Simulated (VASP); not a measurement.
# Sn3S5 (R32) in VASP: further runs

The runs below take Sn3S5 through single point, relaxation of cell and atoms, with PBE.

Everything below comes from runs of VASP 6.6.1. Logs are shortened: lines on timing, memory, paths and dates and some standing lists are left out, and cuts for length are marked.

### Step 1. The cell of the first run

Symmetry: R32, No. 155, trigonal system. The conventional cell has a = 7.566 Å, b = 7.566 Å, c = 16.078 Å, α = 90.00°, β = 90.00°, γ = 120.00°. Sn (site symmetry 2) has 5 S at 2.59 to 2.65 Å and 2 Sn at 3.39 Å within 3.4 Å. Within 3.4 Å of S (site symmetry 2) lie 3 Sn at 2.59 to 2.65 Å. Within 3.5 Å of S (site symmetry 3) lie 3 Sn at 2.64 Å.

### Step 2. Single point, PBE

INCAR reads:

```
  PREC = Accurate
  ENCUT = 520
  EDIFF = 1E-6
  ISMEAR = 0
  SIGMA = 0.2
  LREAL = False
  LASPH = True
  NELM = 60
  ALGO = Normal
  ISIF = 2
  LWAVE = False
  LCHARG = True
  GGA = PE
  LELF = True
  LVHAR = True
  NBANDS = 46
```

KPOINTS reads:

```
Automatic mesh
0
Gamma
  3 3 3
```

POSCAR reads:

```
Sn3S5
1.0
    3.7828953656      2.1840556576      5.3592754086
   -3.7828953656      2.1840556576      5.3592754086
    0.0000000000     -4.3681113153      5.3592754086
Sn S
3 5
Direct
    0.7584980795      0.2415019205      0.5000000000
    0.5000000000      0.7584980795      0.2415019205
    0.2415019205      0.5000000000      0.7584980795
    0.1005379222      0.8994620778      0.5000000000
    0.5000000000      0.1005379222      0.8994620778
    0.8994620778      0.5000000000      0.1005379222
    0.3898612672      0.3898612672      0.3898612672
    0.6101387328      0.6101387328      0.6101387328
```

Potentials or basis: VASP PAW PBE potentials, release 64 (Sn_d, S).

The run is started by

```bash
$ cat potpaw_PBE.64/Sn_d/POTCAR potpaw_PBE.64/S/POTCAR > POTCAR
$ mpirun -np 1 vasp_std > vasp.out
```

OUTCAR:

```text
PREC = Accurate
   ENCUT = 520
   EDIFF = 1E-6
   ISMEAR = 0
   LREAL = False
   LASPH = True
   NELM = 60
   ISIF = 2
   GGA = PE

 ion  position               nearest neighbor table
   1  0.758  0.242  0.500-   4 2.59   7 2.64   8 2.64   5 2.65   6 2.65   2 3.39   3 3.39
   2  0.500  0.758  0.242-   5 2.59   7 2.64   8 2.64   4 2.65   6 2.65   3 3.39   1 3.39
   3  0.242  0.500  0.758-   6 2.59   8 2.64   7 2.64   4 2.65   5 2.65   2 3.39   1 3.39
   4  0.101  0.899  0.500-   1 2.59   2 2.65   3 2.65
   5  0.500  0.101  0.899-   2 2.59   1 2.65   3 2.65
   6  0.899  0.500  0.101-   3 2.59   1 2.65   2 2.65
   7  0.390  0.390  0.390-   2 2.64   1 2.64   3 2.64
   8  0.610  0.610  0.610-   3 2.64   1 2.64   2 2.64

  LATTYP: Found a trigonal (rhomboedric) cell.
 ALAT       =     6.9139156321
 COS(alpha) =     0.4012707133

  Lattice vectors:

 A1 = (   3.7828953656,   2.1840556576,   5.3592754086)
 A2 = (  -3.7828953656,   2.1840556576,   5.3592754086)
 A3 = (   0.0000000000,  -4.3681113153,   5.3592754086)

Analysis of symmetry for initial positions (statically):
=====================================================================
 Subroutine PRICEL returns:
 Original cell was already a primitive cell.

 Routine SETGRP: Setting up the symmetry group for a
 trigonal (rhombohedral) supercell.

 Subroutine GETGRP returns: Found  6 space group operations
 (whereof  6 operations were pure point group operations)
 out of a pool of 12 trial point group operations.

The static configuration has the point symmetry D_3 .

Analysis of symmetry for dynamics (positions and initial velocities):
=====================================================================
 Subroutine PRICEL returns:
 Original cell was already a primitive cell.

 Routine SETGRP: Setting up the symmetry group for a
 trigonal (rhombohedral) supercell.

 Subroutine GETGRP returns: Found  6 space group operations
 (whereof  6 operations were pure point group operations)
 out of a pool of 12 trial point group operations.

The dynamic configuration has the point symmetry D_3 .

 Subroutine INISYM returns: Found  6 space group operations
 (whereof  6 operations are pure point group operations),
 and found     1 'primitive' translations

----------------------------------------------------------------------------------------

                                     Primitive cell

  volume of cell :     265.6717

  direct lattice vectors                    reciprocal lattice vectors
     3.782895366  2.184055658  5.359275409     0.132173891  0.076310632  0.062197463
    -3.782895366  2.184055658  5.359275409    -0.132173891  0.076310632  0.062197463
     0.000000000 -4.368111315  5.359275409     0.000000000 -0.152621263  0.062197463

  length of vectors
     6.913915632  6.913915632  6.913915632     0.164808296  0.164808296  0.164808296

  position of ions in fractional coordinates (direct lattice)
     0.758498080  0.241501920  0.500000000
     0.500000000  0.758498080  0.241501920
     0.241501920  0.500000000  0.758498080
     0.100537922  0.899462078  0.500000000
     0.500000000  0.100537922  0.899462078
     0.899462078  0.500000000  0.100537922
     0.389861267  0.389861267  0.389861267
     0.610138733  0.610138733  0.610138733

  ion indices of the primitive-cell ions
   primitive index   ion index
                 1           1
                 2           2
                 3           3
                 4           4
                 5           5
                 6           6
                 7           7
                 8           8

----------------------------------------------------------------------------------------

 KPOINTS: Automatic mesh

Automatic generation of k-mesh.
 Grid dimensions read from file:
 generate k-points for:    3    3    3

 Generating k-lattice:

  Cartesian coordinates                     Fractional coordinates (reciprocal lattice)
     0.044057964  0.025436877  0.020732488     0.333333333  0.000000000  0.000000000
    -0.044057964  0.025436877  0.020732488     0.000000000  0.333333333  0.000000000
     0.000000000 -0.050873754  0.020732488     0.000000000  0.000000000  0.333333333

  Length of vectors
     0.054936099  0.054936099  0.054936099

  Shift w.r.t. Gamma in fractional coordinates (k-lattice)
     0.000000000  0.000000000  0.000000000

 Subroutine IBZKPT returns following result:
 ===========================================

 Found      6 irreducible k-points:

 Following reciprocal coordinates:
            Coordinates               Weight
  0.000000  0.000000  0.000000      1.000000
  0.333333  0.000000 -0.000000      6.000000
  0.333333  0.333333 -0.000000      6.000000
 -0.333333  0.333333  0.000000      6.000000
  0.333333  0.333333  0.333333      2.000000
 -0.333333  0.333333  0.333333      6.000000
   k-points           NKPTS =      6   k-points in BZ     NKDIM =      6   number of bands    NBANDS=     46
   number of dos      NEDOS =    301   number of ions     NIONS =      8
   total plane-waves  NPLWV = 157464
   dimension x,y,z NGX =    54 NGY =   54 NGZ =   54
   dimension x,y,z NGXF=   108 NGYF=  108 NGZF=  108
   ions per type =               3   5
   NGX,Y,Z   is equivalent  to a cutoff of  12.98, 12.98, 12.98 a.u.
   NGXF,Y,Z  is equivalent  to a cutoff of  25.97, 25.97, 25.97 a.u.
 SYSTEM =  unknown system
   PREC   = accura    normal or accurate (medium, high low for compatibility)
   ISTART =      0    job   : 0-new  1-cont  2-samecut
   ICHARG =      2    charge: 1-file 2-atom 10-const
   ISPIN  =      1    spin polarized calculation?
   LNONCOLLINEAR =      F non collinear calculations
   LSORBIT =      F    spin-orbit coupling
   LASPH  =      T    aspherical Exc in radial PAW
   ENCUT  =  520.0 eV  38.22 Ry    6.18 a.u.  12.86 12.86 12.86*2*pi/ulx,y,z
   NELM   =     60;   NELMIN=  2; NELMDL= -5     # of ELM steps
   EDIFF  = 0.1E-05   stopping-criterion for ELM
   LREAL  =      F    real-space projection
   EDIFFG = 0.1E-04   stopping-criterion for IOM
   NSW    =      0    number of steps for IOM
   IBRION =     -1    ionic relax: 0-MD 1-quasi-New 2-CG
   NFREE  =      0    steps in history (QN), initial steepest desc. (CG)
   ISIF   =      2    stress and relaxation
   ISYM   =      2    0-nonsym 1-usesym 2-fastsym
   POTIM  = 0.5000    time-step for ionic-motion
   TEBEG  =    0.0;   TEEND  =   0.0 temperature during run
   PSTRESS=    0.0 pullay stress
   NELECT =      72.0000    total number of electrons
   NUPDOWN=      -1.0000    fix difference up-down
   EMIN   =  10.00;   EMAX   =-10.00  energy-range for DOS
   EFERMI =   0.00;   METHOD = LEGACY
   ISMEAR =     0;   SIGMA  =   0.20  broadening in eV -4-tet -1-fermi 0-gaus
   EFERMI_NEDOS =   21; number of points for ismear=-14 and -15
   IALGO  =     38    algorithm
   IMIX   =      4    mixing-type and parameters
     AMIX     =   0.40;   BMIX     =  1.00
     AMIX_MAG =   1.60;   BMIX_MAG =  1.00
  volume/ion in A,a.u.               =      33.21       224.11
  Fermi-wavevector in a.u.,A,eV,Ry     =   1.059426  2.002024 15.270948  1.122383
  Thomas-Fermi vector in A             =   2.194771
   LORBIT       =      0    0 simple, 1 ext, 2 COOP (PROOUT), +10 PAW based schemes
   GGA     = PE    functional components
   LHFCALC =     F    Hartree Fock is set to
   AEXX    =    0.0000 exact exchange contribution
   IVDW    =     0    specifies the selected vdW correction
   LEPSILON=     F    determine dielectric tensor
   LRPA    =     F    only Hartree local field effects (RPA)
 non-spin polarized calculation
 Gauss-broadening in eV      SIGMA  =   0.20
  energy-cutoff  :      520.00
  volume of cell :      265.67
 maximum number of plane-waves:      7182
 NGX is ok and might be reduce to    54
   NGX = 25   NGY = 25   NGZ = 25

 number of electron      72.0000015 magnetization

 Free energy of the ion-electron system (eV)
  ---------------------------------------------------
  ext. energy  EPLUGINS =         0.00000000
  ---------------------------------------------------
  free energy    TOTEN  =       -33.00812747 eV

  energy without entropy =      -32.93222889  energy(sigma->0) =      -32.97017818

 E-fermi :   2.6374     XC(G=0):  -7.6873

 val. band max:        2.3013711374   @ k =   0.3333   0.0000  -0.0000
 cond. band min:       2.6475369506   @ k =  -0.3333   0.3333   0.0000
 fundamental gap:      0.3461658131
 Fermi energy:         2.6373524589

 k-point     1 :       0.0000    0.0000    0.0000
  band No.  band energies     occupation
      1     -19.3102      2.00000
      2     -19.3059      2.00000
      3     -19.2898      2.00000
      4     -19.2785      2.00000
      5     -19.2785      2.00000
      6     -19.2553      2.00000
[... 38 lines left out ...]
     45       7.3861      0.00000
     46       7.3861      0.00000

 k-point     2 :       0.3333    0.0000   -0.0000
  band No.  band energies     occupation
      1     -19.3112      2.00000
      2     -19.3059      2.00000
      3     -19.2971      2.00000
      4     -19.2818      2.00000
      5     -19.2800      2.00000
      6     -19.2551      2.00000
[... 38 lines left out ...]
     45       7.3747      0.00000
     46       7.5164      0.00000

 k-point     3 :       0.3333    0.3333   -0.0000
  band No.  band energies     occupation
      1     -19.3112      2.00000
      2     -19.3058      2.00000
      3     -19.2970      2.00000
      4     -19.2817      2.00000
      5     -19.2802      2.00000
      6     -19.2551      2.00000
[... 38 lines left out ...]
     45       7.2006      0.00000
     46       7.6244      0.00000

 k-point     4 :      -0.3333    0.3333    0.0000
  band No.  band energies     occupation
      1     -19.3156      2.00000
      2     -19.3058      2.00000
      3     -19.2942      2.00000
      4     -19.2829      2.00000
      5     -19.2828      2.00000
      6     -19.2547      2.00000
[... 38 lines left out ...]
     45       7.0922      0.00000
     46       7.4436      0.00000

 k-point     5 :       0.3333    0.3333    0.3333
  band No.  band energies     occupation
      1     -19.3100      2.00000
      2     -19.3057      2.00000
      3     -19.2897      2.00000
      4     -19.2787      2.00000
      5     -19.2785      2.00000
      6     -19.2553      2.00000
[... 38 lines left out ...]
     45       7.3342      0.00000
     46       7.3726      0.00000

 k-point     6 :      -0.3333    0.3333    0.3333
  band No.  band energies     occupation
      1     -19.3111      2.00000
      2     -19.3058      2.00000
      3     -19.2969      2.00000
      4     -19.2818      2.00000
      5     -19.2802      2.00000
      6     -19.2551      2.00000
[... 38 lines left out ...]
     45       7.1889      0.00000
     46       7.6901      0.00000

------------------------ aborting loop because EDIFF is reached ----------------------------------------

  FORCE on cell =-STRESS in cart. coord.  units (eV):
  Direction    XX          YY          ZZ          XY          YZ          ZX
  --------------------------------------------------------------------------------------
  -------------------------------------------------------------------------------------
  Total        0.0702190      0.0702190      0.1653362      0.0000000     -0.0000000     -0.0000000
  in kB        0.4234670      0.4234670      0.9970874      0.0000000     -0.0000000     -0.0000000
  external PRESSURE =       0.6146738 kB  Pullay stress =       0.0000000 kB

 VOLUME and BASIS-vectors are now :
 -----------------------------------------------------------------------------
  energy-cutoff  :      520.00
  volume of cell :      265.67
      direct lattice vectors                 reciprocal lattice vectors
     3.782895366  2.184055658  5.359275409     0.132173891  0.076310632  0.062197463
    -3.782895366  2.184055658  5.359275409    -0.132173891  0.076310632  0.062197463
     0.000000000 -4.368111315  5.359275409     0.000000000 -0.152621263  0.062197463

 POSITION                                       TOTAL-FORCE (eV/Angst)
 -----------------------------------------------------------------------------------
      1.95574     -0.00000      8.03891         0.011193     -0.000000      0.000000
     -0.97787      1.69372      8.03891        -0.005596      0.009693      0.000000
     -0.97787     -1.69372      8.03891        -0.005596     -0.009693      0.000000
     -3.02225     -0.00000      8.03891        -0.005736      0.000000      0.000000
      1.51112     -2.61734      8.03891         0.002868     -0.004968      0.000000
      1.51112      2.61734      8.03891         0.002868      0.004968      0.000000
      0.00000     -0.00000      6.26812        -0.000000      0.000000     -0.003054
      0.00000     -0.00000      9.80970        -0.000000     -0.000000      0.003054
 -----------------------------------------------------------------------------------
    total drift:                                0.000000      0.000000      0.000000

  FREE ENERGIE OF THE ION-ELECTRON SYSTEM (eV)
  ---------------------------------------------------
  free  energy   TOTEN  =       -33.0081274736 eV

  energy  without entropy=      -32.9322288855  energy(sigma->0) =      -32.97017818
```

It took 46 s on 1 thread of Intel Xeon 6975P-C (Granite Rapids), shared host; peak memory 0.41 GiB.

Results:

- Free energy: -33.0081 eV
- Pressure: 0.1 GPa
- Largest force: 0.011 eV/Å

Forces in eV/Å, atoms in the order of the input:
```
Sn   0.011  0.000  0.000
Sn  -0.006  0.010  0.000
Sn  -0.006 -0.010  0.000
S   -0.006  0.000  0.000
S    0.003 -0.005  0.000
S    0.003  0.005  0.000
S    0.000  0.000 -0.003
S    0.000  0.000  0.003
```

Caveat: spin-orbit coupling is left out, which moves the levels of the heavy elements.

### Step 3. Relaxation of cell and atoms, PBE

This run uses another cell than the first one, of 26.13 Å³/atom, 0.787 times its volume.

INCAR reads:

```
ALGO     = Normal         # electronic algorithm
EDIFF    = 1E-7           # SCF threshold, eV
EDIFFG   = -0.08          # ionic threshold
ENCUT    = 600            # plane-wave cutoff, eV
GGA      = PE             # functional
IBRION   = 2              # ionic algorithm
ISIF     = 3              # what is computed and relaxed
ISMEAR   = 0              # smearing method
LASPH    = True           # aspherical terms in the spheres
LCHARG   = False          # write CHGCAR
LREAL    = False          # projectors in reciprocal space
LWAVE    = False          # write WAVECAR
NELM     = 60             # most SCF steps
NSW      = 36             # ionic steps
PREC     = Accurate       # precision mode
SIGMA    = 0.2            # smearing width, eV
```

KPOINTS reads:

```
k-points
0
Gamma
  3 3 3
```

POSCAR reads:

```
Sn3S5
1.0
    3.6312194900      2.0964855500      4.5769279300
   -3.6312194900      2.0964855500      4.5769279300
    0.0000000000     -4.1929711000      4.5769279300
Sn S
3 5
Direct
    0.7049066400      0.2950933600      0.5000000000
    0.5000000000      0.7049066400      0.2950933600
    0.2950933600      0.5000000000      0.7049066400
    0.0060555200      0.9939444800      0.5000000000
    0.5000000000      0.0060555200      0.9939444800
    0.9939444800      0.5000000000      0.0060555200
    0.4148207100      0.4148207100      0.4148207100
    0.5851792900      0.5851792900      0.5851792900
```

Potentials or basis: VASP PAW PBE potentials, release 64 (Sn_d, S).

The run is started by

```bash
$ cat potpaw_PBE.64/Sn_d/POTCAR potpaw_PBE.64/S/POTCAR > POTCAR
$ mpirun -np 1 vasp_std > vasp.out
```

Wall time 22 min (1 thread of Intel Xeon 6975P-C (Granite Rapids), shared host); peak memory 0.39 GiB.

Results (log left out):

```yaml
Free_energy: -32.9995 eV
Relaxed_volume: 33.82 Å³/atom
Relaxed_cell: a = 6.994 Å, b = 6.994 Å, c = 6.994 Å, α = 65.45°, β = 65.45°, γ = 65.45°
Space_group_after_relaxing_to_0.05_Å: R32 (No. 155)
Energy_gained_by_relaxing: 3940.4 meV/atom
Ionic_steps: 36
Pressure_after_relaxing: 0.0 GPa
Largest_force_after_relaxing: 0.053 eV/Å
```

Forces in eV/Å, atoms in the order of the input:
```
Sn  -0.011  0.000  0.000
Sn   0.006 -0.010  0.000
Sn   0.006  0.010  0.000
S    0.004  0.000  0.000
S   -0.002  0.003  0.000
S   -0.002 -0.003  0.000
S    0.000  0.000  0.053
S    0.000  0.000 -0.053
```

Stress tensor (GPa, compression positive):
```
 0.02  0.00  0.00
 0.00  0.02  0.00
 0.00  0.00 -0.06
```

The path:
```csv
step,energy change (eV),largest force (eV/Å),pressure (GPa),volume (Å³)
1,0.0000,38.6107,66.33,209.06
2,195.3566,264.8884,64.56,736.86
3,1.6921,44.6555,33.09,324.59
4,-3.4280,38.7011,30.61,301.84
5,-12.7394,28.6568,27.82,252.62
6,-16.0681,24.2595,29.05,230.15
7,-13.4475,1.4901,-3.52,704.03
8,-14.8476,1.3287,-3.98,633.11
9,-16.3199,1.1204,-4.56,572.09
10,-23.7812,1.2250,-7.05,376.48
11,-27.9407,1.5810,-6.84,297.58
12,-29.0862,1.9810,-3.42,262.49
13,-29.0952,2.4395,-2.38,257.06
14,-29.1002,2.2737,-2.75,258.90
15,-30.1432,2.5152,0.44,231.30
16,-30.2704,2.5597,3.58,218.21
17,-30.8719,1.2313,1.79,222.48
18,-30.9024,1.6049,1.71,224.65
19,-31.2263,0.6855,-0.85,233.94
20,-31.2585,0.6297,-1.75,238.15
21,-31.3764,0.4650,-0.03,231.81
22,-31.3804,0.4249,0.39,230.45
23,-31.4046,0.3433,0.29,231.59
24,-31.4261,0.1709,0.10,234.03
25,-31.4395,0.0897,0.28,235.39
26,-31.4537,0.2039,0.77,238.54
27,-31.4598,0.1867,0.65,239.95
28,-31.4745,0.1376,0.32,244.20
29,-31.4896,0.1008,-0.27,252.78
30,-31.4911,0.0975,-0.49,256.48
31,-31.5037,0.0926,-0.33,258.98
32,-31.5187,0.1025,0.13,265.56
33,-31.5188,0.1058,0.16,265.93
34,-31.5215,0.0851,0.01,268.49
35,-31.5221,0.1127,-0.08,270.15
36,-31.5235,0.0533,-0.01,270.58
```

Final structure:
```yaml
crystal:
  lattice:
    - [3.78098, 2.18295, 5.46390]
    - [-3.78098, 2.18295, 5.46390]
    - [0.00000, -4.36590, 5.46390]
  atoms:
    - { symbol: Sn, position: [0.75842, 0.24158, 0.50000] }
    - { symbol: Sn, position: [0.50000, 0.75842, 0.24158] }
    - { symbol: Sn, position: [0.24158, 0.50000, 0.75842] }
    - { symbol: S, position: [0.10022, 0.89978, 0.50000] }
    - { symbol: S, position: [0.50000, 0.10022, 0.89978] }
    - { symbol: S, position: [0.89978, 0.50000, 0.10022] }
    - { symbol: S, position: [0.39147, 0.39147, 0.39147] }
    - { symbol: S, position: [0.60853, 0.60853, 0.60853] }
```

Levels at points of the mesh, in eV from the Fermi level:
| k point | band 34 | band 35 | band 36 | band 37 | band 38 | band 39 |
| --- | --- | --- | --- | --- | --- | --- |
| (0.00, 0.00, 0.00) | -1.65 | -1.38 | -1.30 | 0.51 | 0.51 | 2.89 |

Caveat: the k points lie up to 0.34 Å⁻¹ apart in the final cell; the volume moved by over 15 % at a fixed basis, so the end points are rough; spin-orbit coupling is left out, which moves the levels of the heavy elements; the relaxation stopped at a loose force limit of 0.08 eV/Å, so its end isn't a converged minimum.
